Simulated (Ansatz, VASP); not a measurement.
## Al: VASP beside Ansatz

```
CELL_PARAMETERS angstrom
3.54075 2.04426 6.47780
-3.54075 2.04426 6.47780
0.00000 -4.08851 6.47780
ATOMIC_POSITIONS crystal
Al 0.02026 0.64138 0.02026
Al 0.02026 0.02026 0.64138
Al 0.64138 0.02026 0.02026
Al 0.97974 0.35862 0.97974
Al 0.35862 0.97974 0.97974
Al 0.97974 0.97974 0.35862
Al 0.22917 0.61825 0.22917
Al 0.22917 0.22917 0.61825
Al 0.61825 0.22917 0.22917
Al 0.77083 0.38175 0.77083
Al 0.38175 0.77083 0.77083
Al 0.77083 0.77083 0.38175
```

Alike in both runs: functional PBE; k mesh 3 × 3 × 3; occupations gaussian, width 0.1 eV; no spin polarisation.

Ansatz relaxed the structure, and its values are those at the end. VASP's run is a single point on that final structure, the one shown.

|  | VASP | Ansatz |
| --- | --- | --- |
| version | VASP 6.6.1 | Ansatz 0.2.0 |
| potentials or method | VASP PAW PBE potentials, release 64 (Al), cutoff 520 eV | scalar-relativistic, plane waves, PAW |
| valence electrons in the cell | 36 | 36 |

```tsv
	VASP	Ansatz	Ansatz less VASP
gap on the k mesh at the Fermi level (eV)	none	none	-
pressure (GPa)	0.3	0.3	+0.03
rms of the force components (eV/Å)	0.019	0.020	+0.0008
```

A gap of «none» marks a metal or a gap that the smearing closes. With one functional, cell and mesh, what is left measures potentials, basis and numerics.
